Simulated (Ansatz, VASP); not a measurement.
**One calculation of KTaO3, two programs**

Contents of INCAR:

```
SYSTEM = KTaO3
  PREC = Accurate
  ENCUT = 520
  EDIFF = 1E-6
  ISMEAR = 0
  SIGMA = 0.05
  LREAL = .FALSE.
  LASPH = .TRUE.
  NELM = 100
  ALGO = Normal
  ISIF = 2
  LWAVE = .FALSE.
  LCHARG = .FALSE.
  GGA = PS
  NBANDS = 27
```

Contents of KPOINTS:

```
Automatic mesh
0
G
  8 8 8
  0 0 0
```

The input POSCAR:

```
KTaO3
1.0
    4.1650333144      0.0000000000      0.0000000000
    0.0000000000      4.1650333144      0.0000000000
    0.0000000000      0.0000000000      3.8434927426
K Ta O
1 1 3
Direct
    0.5000000000      0.5000000000      0.5000000000
    0.0000000000      0.0000000000      0.0000000000
    0.5000000000      0.0000000000      0.0000000000
    0.0000000000      0.5000000000      0.0000000000
    0.0000000000      0.0000000000      0.5000000000
```

Input for Ansatz:

```yaml
crystal:
  lattice:
    - [4.1650333144, 0.0, 0.0]
    - [0.0, 4.1650333144, 0.0]
    - [0.0, 0.0, 3.8434927426]
  atoms:
    - { symbol: K, position: [0.5, 0.5, 0.5] }
    - { symbol: Ta, position: [0.0, 0.0, 0.0] }
    - { symbol: O, position: [0.5, 0.0, 0.0] }
    - { symbol: O, position: [0.0, 0.5, 0.0] }
    - { symbol: O, position: [0.0, 0.0, 0.5] }
basis:
  ecutwfc: 520.0
kpoints:
  mp_grid: { grid: [8, 8, 8] }
hamiltonian:
  xc: pbesol
  pseudopotentials: { kind: paw }
scf:
  occupations: { method: gaussian, width: 0.05 }
output:
  forces: true
  stress: true
  eigenvalues: true
```

Alike in both runs: task single point; functional PBEsol; k mesh 8 × 8 × 8; occupations gaussian, width 0.05 eV; no spin polarisation.

```csv
,VASP,Ansatz
version,VASP 6.6.1,Ansatz 0.2.0
potentials or method,"VASP PAW PBE potentials, release 64 (K_sv, Ta_pv, O), cutoff 520 eV","scalar-relativistic, plane waves, PAW"
valence electrons in the cell,38,40
```

Ansatz gave:

```
gap on the k mesh at the Fermi level (eV)                     : 1.87
least direct gap on the mesh (eV)                             : 2.48
pressure (GPa)                                                : -7.1
traceless stress, the component that is largest in VASP (GPa) : 18.58
```

Estimate VASP's values.

gap on the k mesh at the Fermi level (eV): 1.83; least direct gap on the mesh (eV): 2.43; pressure (GPa): -6.5; traceless stress, the component that is largest in VASP (GPa): 18.93.

VASP's potentials were made for PBE, not for PBEsol. With one functional, cell and mesh, what is left measures potentials, basis and numerics. VASP's potentials hold 38 valence electrons a cell and Ansatz's 40, so a difference there can come from the potentials and not from the codes.

Spin-orbit coupling is off throughout.
